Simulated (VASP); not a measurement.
# Ti (P6/mmm) in VASP: notebook

Ti is run at these levels: PBEsol; tasks: single point.

Everything below comes from runs of VASP 6.6.1. Logs are shortened: lines on timing, memory, paths and dates and some standing lists are left out, and cuts for length are marked.

## 1. The cell of the first run

The structure is hexagonal, space group P6/mmm (No. 191). Conventional cell: a = 4.461 Å, b = 4.461 Å, c = 2.826 Å, α = 90.00°, β = 90.00°, γ = 120.00°. Within 3.7 Å of Ti (site symmetry 6/mmm) lie 14 Ti at 2.83 to 2.94 Å. Within 3.4 Å of Ti (site symmetry -6m2) lie 11 Ti at 2.58 to 2.94 Å.

This isn't the form of Ti at room conditions, which is hcp.

## 2. Single point, PBEsol

The input, INCAR:

```
  ALGO = Fast
  EDIFF = 1E-6
  ENCUT = 520
  GGA = PS
  ISIF = 2
  ISMEAR = 0
  LASPH = T
  LCHARG = F
  LREAL = F
  LWAVE = F
  NBANDS = 25
  NELM = 60
  PREC = Accurate
  SIGMA = 0.15
```

The input, KPOINTS:

```
k-points
0
Gamma
  12 12 14
```

The input, POSCAR:

```
Ti
1.0
    4.4607000000      0.0000000000      0.0000000000
   -2.2303500000      3.8630795187      0.0000000000
    0.0000000000      0.0000000000      2.8263000000
Ti
3
Direct
    0.0000000000      0.0000000000      0.0000000000
    0.3333333333      0.6666666667      0.5000000000
    0.6666666667      0.3333333333      0.5000000000
```

Potentials or basis: VASP PAW PBE potentials, release 64 (Ti_sv).

On the command line:

```bash
cat potpaw_PBE.64/Ti_sv/POTCAR > POTCAR
mpirun -np 1 vasp_std > vasp.out
```

OUTCAR:

```text
EDIFF = 1E-6
   ENCUT = 520
   GGA = PS
   ISIF = 2
   ISMEAR = 0
   LASPH = T
   LREAL = F
   NELM = 60
   PREC = Accurate

 ion  position               nearest neighbor table
   1  0.000  0.000  0.000-
   2  0.333  0.667  0.500-   3 2.58   3 2.58   3 2.58
   3  0.667  0.333  0.500-   2 2.58   2 2.58   2 2.58

  LATTYP: Found a hexagonal cell.
 ALAT       =     4.4607000000
 C/A-ratio  =     0.6336001076

  Lattice vectors:

 A1 = (   4.4607000000,   0.0000000000,   0.0000000000)
 A2 = (  -2.2303500000,   3.8630795187,   0.0000000000)
 A3 = (   0.0000000000,   0.0000000000,   2.8263000000)

Analysis of symmetry for initial positions (statically):
=====================================================================
 Subroutine PRICEL returns:
 Original cell was already a primitive cell.

 Routine SETGRP: Setting up the symmetry group for a
 hexagonal supercell.

 Subroutine GETGRP returns: Found 24 space group operations
 (whereof 24 operations were pure point group operations)
 out of a pool of 24 trial point group operations.

The static configuration has the point symmetry D_6h.

Analysis of symmetry for dynamics (positions and initial velocities):
=====================================================================
 Subroutine PRICEL returns:
 Original cell was already a primitive cell.

 Routine SETGRP: Setting up the symmetry group for a
 hexagonal supercell.

 Subroutine GETGRP returns: Found 24 space group operations
 (whereof 24 operations were pure point group operations)
 out of a pool of 24 trial point group operations.

The dynamic configuration has the point symmetry D_6h.

 Subroutine INISYM returns: Found 24 space group operations
 (whereof 24 operations are pure point group operations),
 and found     1 'primitive' translations

----------------------------------------------------------------------------------------

                                     Primitive cell

  volume of cell :      48.7029

  direct lattice vectors                    reciprocal lattice vectors
     4.460700000  0.000000000  0.000000000     0.224180061  0.129430419  0.000000000
    -2.230350000  3.863079519  0.000000000     0.000000000  0.258860838  0.000000000
     0.000000000  0.000000000  2.826300000     0.000000000  0.000000000  0.353819481

[... 76 lines left out ...]
   PREC   = accura    normal or accurate (medium, high low for compatibility)
   ISTART =      0    job   : 0-new  1-cont  2-samecut
   ICHARG =      2    charge: 1-file 2-atom 10-const
   ISPIN  =      1    spin polarized calculation?
   LNONCOLLINEAR =      F non collinear calculations
   LSORBIT =      F    spin-orbit coupling
   LASPH  =      T    aspherical Exc in radial PAW
   ENCUT  =  520.0 eV  38.22 Ry    6.18 a.u.   8.29  8.29  5.26*2*pi/ulx,y,z
   NELM   =     60;   NELMIN=  2; NELMDL= -5     # of ELM steps
   EDIFF  = 0.1E-05   stopping-criterion for ELM
   LREAL  =      F    real-space projection
   EDIFFG = 0.1E-04   stopping-criterion for IOM
   NSW    =      0    number of steps for IOM
   IBRION =     -1    ionic relax: 0-MD 1-quasi-New 2-CG
   NFREE  =      0    steps in history (QN), initial steepest desc. (CG)
   ISIF   =      2    stress and relaxation
   ISYM   =      2    0-nonsym 1-usesym 2-fastsym
   POTIM  = 0.5000    time-step for ionic-motion
   TEBEG  =    0.0;   TEEND  =   0.0 temperature during run
   PSTRESS=    0.0 pullay stress
   NELECT =      36.0000    total number of electrons
   NUPDOWN=      -1.0000    fix difference up-down
   EMIN   =  10.00;   EMAX   =-10.00  energy-range for DOS
   EFERMI =   0.00;   METHOD = LEGACY
   ISMEAR =     0;   SIGMA  =   0.15  broadening in eV -4-tet -1-fermi 0-gaus
   EFERMI_NEDOS =   21; number of points for ismear=-14 and -15
   IALGO  =     68    algorithm
   IMIX   =      4    mixing-type and parameters
     AMIX     =   0.40;   BMIX     =  1.00
     AMIX_MAG =   1.60;   BMIX_MAG =  1.00
  volume/ion in A,a.u.               =      16.23       109.55
  Fermi-wavevector in a.u.,A,eV,Ry     =   1.480212  2.797196 29.810754  2.191029
  Thomas-Fermi vector in A             =   2.594274
   LORBIT       =      0    0 simple, 1 ext, 2 COOP (PROOUT), +10 PAW based schemes
   GGA     = PS    functional components
   LHFCALC =     F    Hartree Fock is set to
   AEXX    =    0.0000 exact exchange contribution
   IVDW    =     0    specifies the selected vdW correction
   LEPSILON=     F    determine dielectric tensor
   LRPA    =     F    only Hartree local field effects (RPA)
 non-spin polarized calculation
 RMM-DIIS sequential band-by-band and
 Gauss-broadening in eV      SIGMA  =   0.15
  energy-cutoff  :      520.00
  volume of cell :       48.70
 maximum number of plane-waves:      1337
 NGX is ok and might be reduce to    36
   NGX = 17   NGY = 17   NGZ = 11

 number of electron      36.0000007 magnetization

 Free energy of the ion-electron system (eV)
  ---------------------------------------------------
  ext. energy  EPLUGINS =         0.00000000
  ---------------------------------------------------
  free energy    TOTEN  =       -25.06197415 eV

  energy without entropy =      -25.03037441  energy(sigma->0) =      -25.04617428

 E-fermi :   8.8376     XC(G=0): -11.9601

 val. band max:        8.8342242076   @ k =   0.4167   0.0000   0.1429
 cond. band min:       8.8472348272   @ k =   0.3333   0.1667   0.0000
 fundamental gap:      0.0130106197
 Fermi energy:         8.8375893891

 k-point     1 :       0.0000    0.0000    0.0000
  band No.  band energies     occupation
      1     -47.7387      2.00000
      2     -47.4696      2.00000
      3     -47.2556      2.00000
      4     -24.1744      2.00000
      5     -24.1744      2.00000
      6     -24.1083      2.00000
[... 661 lines left out ...]
     24      11.0647      0.00000
     25      11.5783      0.00000

 [... further k-points ...]
[... 5 lines left out ...]
  --------------------------------------------------------------------------------------
  -------------------------------------------------------------------------------------
  Total        0.8304462      0.8304462     -0.4088046      0.0000000      0.0000000     -0.0000000
  in kB       27.3191483     27.3191483    -13.4484250      0.0000000      0.0000000     -0.0000000
  external PRESSURE =      13.7299572 kB  Pullay stress =       0.0000000 kB

 VOLUME and BASIS-vectors are now :
 -----------------------------------------------------------------------------
  energy-cutoff  :      520.00
  volume of cell :       48.70
      direct lattice vectors                 reciprocal lattice vectors
     4.460700000  0.000000000  0.000000000     0.224180061  0.129430419  0.000000000
    -2.230350000  3.863079519  0.000000000     0.000000000  0.258860838  0.000000000
     0.000000000  0.000000000  2.826300000     0.000000000  0.000000000  0.353819481

 POSITION                                       TOTAL-FORCE (eV/Angst)
 -----------------------------------------------------------------------------------
      0.00000      0.00000      0.00000        -0.000000      0.000000      0.000000
     -0.00000      2.57539      1.41315        -0.000000      0.000000     -0.000000
      2.23035      1.28769      1.41315         0.000000     -0.000000      0.000000
 -----------------------------------------------------------------------------------
    total drift:                                0.000000      0.000000     -0.000000

  FREE ENERGIE OF THE ION-ELECTRON SYSTEM (eV)
  ---------------------------------------------------
  free  energy   TOTEN  =       -25.0619741452 eV

  energy  without entropy=      -25.0303744103  energy(sigma->0) =      -25.04617428
```

OSZICAR:

```text
N       E                     dE             d eps       ncg     rms          rms(c)
DAV:   1     0.430039508513E+03    0.43004E+03   -0.18618E+04  7600   0.181E+03
DAV:   2     0.204741436394E+02   -0.40957E+03   -0.40276E+03  7659   0.519E+02
DAV:   3    -0.248911471153E+02   -0.45365E+02   -0.44327E+02 13992   0.148E+02
[... 39 lines left out ...]
RMM:  43    -0.250619730012E+02   -0.66911E-06   -0.15459E-05  6419   0.144E-02    0.213E-03
RMM:  44    -0.250619735221E+02   -0.52090E-06   -0.14018E-05  5678   0.131E-02    0.250E-03
RMM:  45    -0.250619738402E+02   -0.31807E-06   -0.11803E-05  5313   0.124E-02    0.278E-03
RMM:  46    -0.250619740513E+02   -0.21115E-06   -0.10716E-05  5076   0.120E-02    0.317E-03
RMM:  47    -0.250619741452E+02   -0.93927E-07   -0.91654E-06  5428   0.120E-02
   1 F= -.25061974E+02 E0= -.25046174E+02  d E =-.315997E-01
```

stdout:

```text
POSCAR found type information on POSCAR Ti
 POSCAR found :  1 types and       3 ions
 scaLAPACK will be used
 -----------------------------------------------------------------------------
|                                                                             |
|                                                                             |
|     You enforced a specific xc type in the INCAR file but a different       |
[... 25 lines left out ...]
WARNING in EDDRMM: call to ZHEGV failed, returncode =   6  3     18
WARNING in EDDRMM: call to ZHEGV failed, returncode =   8  4     25
WARNING in EDDRMM: call to ZHEGV failed, returncode =   6  3     14
WARNING in EDDRMM: call to ZHEGV failed, returncode =   8  4     11
WARNING in EDDRMM: call to ZHEGV failed, returncode =   8  4      8
WARNING in EDDRMM: call to ZHEGV failed, returncode =   6  3     15
WARNING in EDDRMM: call to ZHEGV failed, returncode =   6  3      6
```

Wall time 18 min (1 thread of Intel Xeon 8259CL, shared host); peak memory 0.28 GiB.

Results:

```
Free energy            : -25.0620 eV
Pressure               : 1.4 GPa
Band gap on the k mesh : zero (bands 18 and 19 overlap by 0.45 eV)
```

Caveat: the PAW data sets were made with another functional, which shifts forces and pressure a little.

## 3. Single point, PBEsol

This run uses another cell than the first one, of 16.36 Å³/atom.

The input, INCAR:

```
SYSTEM = Ti
PREC = Accurate ; ENCUT = 520
EDIFF = 1E-6 ; ISMEAR = 0
SIGMA = 0.15 ; LREAL = .FALSE.
LASPH = .TRUE. ; NELM = 100
ALGO = Fast ; ISIF = 2
LWAVE = .FALSE. ; LCHARG = .TRUE.
GGA = PS ; LELF = .TRUE.
LVHAR = .TRUE. ; NBANDS = 25
```

The input, KPOINTS:

```
regular mesh
0
G
  12 12 14
  0 0 0
```

The input, POSCAR:

```
Ti
1.0
    4.4336000000      0.0000000000      0.0000000000
   -2.2168000000      3.8396102302      0.0000000000
    0.0000000000      0.0000000000      2.8823000000
Ti
3
Direct
    0.0000000000      0.0000000000      0.0000000000
    0.3333333333      0.6666666667      0.5000000000
    0.6666666667      0.3333333333      0.5000000000
```

Potentials or basis: VASP PAW PBE potentials, release 64 (Ti_sv).

On the command line:

```bash
cat potpaw_PBE.64/Ti_sv/POTCAR > POTCAR
mpirun -np 1 vasp_std > vasp.out
```

Wall time 18 min (1 thread of Intel Xeon 8259CL, shared host); peak memory 0.28 GiB.

The run converged. Its results:

* Free energy: -25.0305 eV
* Pressure: 0.3 GPa
* Band gap on the k mesh: zero (bands 18 and 19 overlap by 0.50 eV)

Stress tensor (GPa, compression positive):
```
 3.20  0.00  0.00
 0.00  3.20  0.00
 0.00  0.00 -5.55
```

Levels at points of the mesh, in eV from the Fermi level:
```
           k point  band 14  band 15  band 16  band 17  band 18  band 19  band 20  band 21  band 22  band 23
(0.00, 0.00, 0.00)    -2.16    -0.67    -0.67    -0.56    -0.56     0.23     0.96     1.37     1.37     1.59
(0.50, 0.00, 0.00)    -3.52    -2.75    -0.49    -0.34    -0.31     0.13     0.64     0.78     1.50     1.69
(0.00, 0.00, 0.50)    -2.26    -2.26    -1.99    -1.75    -1.75     1.24     1.24     1.26     1.26     3.14
(0.50, 0.00, 0.50)    -2.22    -1.76    -1.28    -0.91    -0.75     0.36     0.74     0.93     1.06     2.34
```

Caveat: the stress differs along the axes, from -6 to 3 GPa; the PAW data sets were made with another functional, which shifts forces and pressure a little.

## 4. Single point, PBEsol

This run uses another cell than the first one, of 16.38 Å³/atom.

The input, INCAR:

```
PREC = Accurate
ENCUT = 520
EDIFF = 1E-6
ISMEAR = 0
SIGMA = 0.15
LREAL = F
LASPH = T
NELM = 60
ALGO = Fast
ISIF = 2
LWAVE = F
LCHARG = F
GGA = PS
NBANDS = 25
```

The input, KPOINTS:

```
regular mesh
0
Gamma
  12 12 14
```

The input, POSCAR:

```
Ti
1.0
    4.5962000000      0.0000000000      0.0000000000
   -2.2981000000      3.9804259609      0.0000000000
    0.0000000000      0.0000000000      2.6864000000
Ti
3
Direct
    0.0000000000      0.0000000000      0.0000000000
    0.3333333333      0.6666666667      0.5000000000
    0.6666666667      0.3333333333      0.5000000000
```

On the command line:

```bash
cat potpaw_PBE.64/Ti_sv/POTCAR > POTCAR
mpirun -np 1 vasp_std > vasp.out
```

It took 15 min on 1 thread of Intel Xeon 8259CL, shared host; peak memory 0.27 GiB.

Results (log left out):

* Free energy: -25.0010 eV
* Pressure: 0.6 GPa
* Band gap on the k mesh: zero (bands 18 and 19 overlap by 0.32 eV)

Stress tensor (GPa, compression positive):
```
-3.38  0.00  0.00
 0.00 -3.38  0.00
 0.00  0.00  8.49
```

Levels at points of the mesh, in eV from the Fermi level:
```csv
k point,band 16,band 17,band 18,band 19,band 20,band 21
"(0.00, 0.00, 0.00)",-0.72,-0.63,-0.63,-0.26,0.44,1.36
"(0.50, 0.00, 0.00)",-0.52,-0.44,-0.38,0.00,0.33,1.07
"(0.00, 0.00, 0.50)",-1.61,-1.61,-1.31,0.94,0.94,1.48
"(0.50, 0.00, 0.50)",-1.17,-0.56,-0.31,0.38,1.05,1.25
```

Caveat: the stress differs along the axes, from -3 to 8 GPa; the PAW data sets were made with another functional, which shifts forces and pressure a little.

## 5. The runs side by side

```csv
cell,gap on the mesh (eV),pressure (GPa)
"a = 4.461, b = 4.461, c = 2.826 Å, angles 90.0, 90.0, 120.0°, 3 atoms",none,1.4
"a = 4.434, b = 4.434, c = 2.882 Å, angles 90.0, 90.0, 120.0°, 3 atoms",none,0.3
"a = 4.596, b = 4.596, c = 2.686 Å, angles 90.0, 90.0, 120.0°, 3 atoms",none,0.6
```

Alike in all rows: task single point; level PBEsol; potentials or basis VASP PAW PBE potentials, release 64 (Ti_sv); no spin polarisation; k mesh 12 × 12 × 14; cutoff (eV) 520; smearing gaussian 0.15 eV.

Caveats: the PAW data sets were made with another functional, which shifts forces and pressure a little; the stress differs along the axes, from -6 to 3 GPa (at least some runs); the stress differs along the axes, from -3 to 8 GPa (at least some runs).

Absolute energies hang on the potentials; compare differences alone.
